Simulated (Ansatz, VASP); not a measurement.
# KCl: VASP beside Ansatz

```xyz
2
Lattice="3.6348 0.0000 0.0000 0.0000 3.6348 0.0000 0.0000 0.0000 3.6348" Properties=species:S:1:pos:R:3 pbc="T T T"
K     0.0000    0.0000    0.0000
Cl    1.8174    1.8174    1.8174
```

Alike in both runs: task single point; functional PBEsol; k mesh 8 × 8 × 8; occupations gaussian, width 0.05 eV; no spin polarisation.

|  | VASP | Ansatz |
| --- | --- | --- |
| version | VASP 6.6.1 | Ansatz 0.2.0 |
| potentials or method | VASP PAW PBE potentials, release 64 (K_sv, Cl), cutoff 500 eV | scalar-relativistic, plane waves, PAW |
| valence electrons in the cell | 16 | 16 |

Ansatz gave:

| Property | Result |
| --- | --- |
| gap on the k mesh at the Fermi level (eV) | 5.37 |
| least direct gap on the mesh (eV) | 5.60 |
| pressure (GPa) | 2.3 |

**Question.** What did VASP give for the same quantities?

**Answer.** gap on the k mesh at the Fermi level (eV): 5.36; least direct gap on the mesh (eV): 5.60; pressure (GPa): 2.3.

VASP's potentials were made for PBE, not for PBEsol.
